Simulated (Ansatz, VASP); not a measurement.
# One calculation of NaCl, two programs

```
Na Cl
1.0
     3.54120    0.00000    0.00000
     0.00000    3.54120    0.00000
     0.00000    0.00000    3.54120
Na Cl
1 1
Direct
  0.00000 0.00000 0.00000
  0.50000 0.50000 0.50000
```

Alike in both runs: task single point; functional PBE; k mesh 6 × 6 × 6; no spin polarisation.

|  | VASP | Ansatz |
| --- | --- | --- |
| version | VASP 6.6.1 | Ansatz 0.2.0 |
| potentials or method | VASP PAW PBE potentials, release 64 (Na_pv, Cl) | plane waves, PAW |
| plane-wave cutoff (eV) | 520 | 420 |
| occupations | gaussian, width 0.01 eV | fixed |
| valence electrons in the cell | 14 | 16 |

|  | VASP | Ansatz | Ansatz less VASP |
| --- | --- | --- | --- |
| gap on the k mesh at the Fermi level (eV) | 3.87 | 3.87 | 0.000 |
| pressure (GPa) | -0.7 | -0.7 | +0.04 |

VASP's potentials hold 14 valence electrons a cell and Ansatz's 16, so a difference there can come from the potentials and not from the codes.
